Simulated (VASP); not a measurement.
A run of VASP 6.6.1:

POSCAR

```
KI
1.0
    0.0000000000      3.6137982264      3.6137982264
    3.6137982264      0.0000000000      3.6137982264
    3.6137982264      3.6137982264      0.0000000000
K I
1 1
Direct
    0.0000000000      0.0000000000      0.0000000000
    0.5000000000      0.5000000000      0.5000000000
```

INCAR.step1

```
SYSTEM = KI
ALGO     = Normal         ! electronic algorithm
EDIFF    = 1E-4           ! SCF threshold, eV
ENCUT    = 520            ! plane-wave cutoff, eV
GGA      = PE             ! functional
ISMEAR   = 0              ! smearing method
LASPH    = .True.         ! aspherical terms in the spheres
LCHARG   = .False.        ! write CHGCAR
LREAL    = .False.        ! projectors in reciprocal space
LWAVE    = .True.         ! write WAVECAR
NBANDS   = 15             ! bands
NELM     = 60             ! most SCF steps
PREC     = Accurate       ! precision mode
SIGMA    = 0.01           ! smearing width, eV
```

Contents of INCAR.step2:

```
SYSTEM = KI
ALGO     = Normal         ! electronic algorithm
EDIFF    = 1E-6           ! SCF threshold, eV
ENCUT    = 520            ! plane-wave cutoff, eV
ISIF     = 2              ! what is computed and relaxed
ISMEAR   = 0              ! smearing method
ISTART   = 1            
LASPH    = .True.         ! aspherical terms in the spheres
LCHARG   = .True.         ! write CHGCAR
LELF     = .True.         ! ELF
LMIXTAU  = .True.       
LREAL    = .False.        ! projectors in reciprocal space
LVHAR    = .True.       
LWAVE    = .False.        ! write WAVECAR
METAGGA  = R2SCAN         ! meta-GGA
NBANDS   = 15             ! bands
NELM     = 60             ! most SCF steps
PREC     = Accurate       ! precision mode
SIGMA    = 0.01           ! smearing width, eV
```

KPOINTS

```
k-points
0
Gamma
  6 6 6
  0 0 0
```

Potentials or basis: VASP PAW PBE potentials, release 64 (K_sv, I).

The run is started by

```console
$ cat potpaw_PBE.64/K_sv/POTCAR potpaw_PBE.64/I/POTCAR > POTCAR
$ cp INCAR.step1 INCAR
$ mpirun -np 1 vasp_std > vasp.out
$ cp INCAR.step2 INCAR
$ mpirun -np 1 vasp_std > vasp.out
```

Hardware: 1 thread of Intel(R) Xeon(R) Platinum 8259CL CPU @ 2.50GHz (Skylake/Cascade Lake), on a shared host.

Estimate the wall time of this run.

It took 2 min on 1 thread of Intel(R) Xeon(R) Platinum 8259CL CPU @ 2.50GHz (Skylake/Cascade Lake) (shared host), peak memory 0.27 GiB. Counts: k points 16.
